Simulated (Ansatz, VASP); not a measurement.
# One calculation of Cd, two programs

```xyz
1
Lattice="0.0000 2.3143 2.2542 2.1640 0.0000 2.2542 2.1640 2.3143 0.0000" Properties=species:S:1:pos:R:3 pbc="T T T"
Cd    0.0000    0.0000    0.0000
```

Change from the starting cell: normal strain along x -0.0400, normal strain along y +0.0267.

Alike in both runs: task single point; functional PBE; k mesh 18 × 18 × 18; occupations gaussian, width 0.15 eV; no spin polarisation.

|  | VASP | Ansatz |
| --- | --- | --- |
| version | VASP 6.6.1 | Ansatz 0.2.0 |
| potentials or method | VASP PAW PBE potentials, release 64 (Cd), cutoff 520 eV | scalar-relativistic, plane waves, PAW |
| valence electrons in the cell | 12 | 20 |

Ansatz gave:

```
gap on the k mesh at the Fermi level (eV)                     : none
pressure (GPa)                                                : 0.6
traceless stress, the component that is largest in VASP (GPa) : -1.09
```

Task: Estimate VASP's values.

Result: gap on the k mesh at the Fermi level (eV): none; pressure (GPa): 0.9; traceless stress, the component that is largest in VASP (GPa): -1.10.

A gap of «none» marks a metal or a gap that the smearing closes. With one functional, cell and mesh, what is left measures potentials, basis and numerics. VASP's potentials hold 12 valence electrons a cell and Ansatz's 20, so a difference there can come from the potentials and not from the codes.
